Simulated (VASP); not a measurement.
N:

```xyz
4
Lattice="4.0841 0.0000 0.0000 0.0000 4.0841 0.0000 0.0000 0.0000 5.3459" Properties=species:S:1:pos:R:3 pbc="T T T"
N     1.6511    2.4330    2.6730
N     0.3909    0.3909    0.0000
N     2.4330    1.6511    2.6730
N     3.6931    3.6931    0.0000
```

Base run:

```yaml
Program: VASP 6.6.1
Functional: r2SCAN-based global hybrid with 35 % exact exchange
Potentials_or_basis: VASP PAW PBE potentials, release 64 (N)
Cutoff: 520 eV
k_mesh: 4 × 4 × 3
Occupations: fermi-dirac, width 0.05 eV
Spin: no spin polarisation
```

Its results: band gap on the k mesh 11.52 eV (least direct gap 11.74 eV); pressure -2.6 GPa; largest force 1.785 eV/Å.

Q: The run is repeated on the same cell with these changes: functional from r2SCAN-based global hybrid with 35 % exact exchange to r2SCAN-based global hybrid with 50 % exact exchange; share of exact exchange from 0.35 to 0.5. What comes out?

A: Band gap on the k mesh 13.19 eV (least direct gap 13.43 eV); pressure -3.7 GPa; largest force 2.583 eV/Å.

Caveats: the standard files for N, O and F lose accuracy on very short bonds; the PAW data sets were made with another functional, which shifts forces and pressure a little; an odd mesh through Γ misses points on the zone boundary, where band edges can lie; the cell stands under tension (at least some runs).
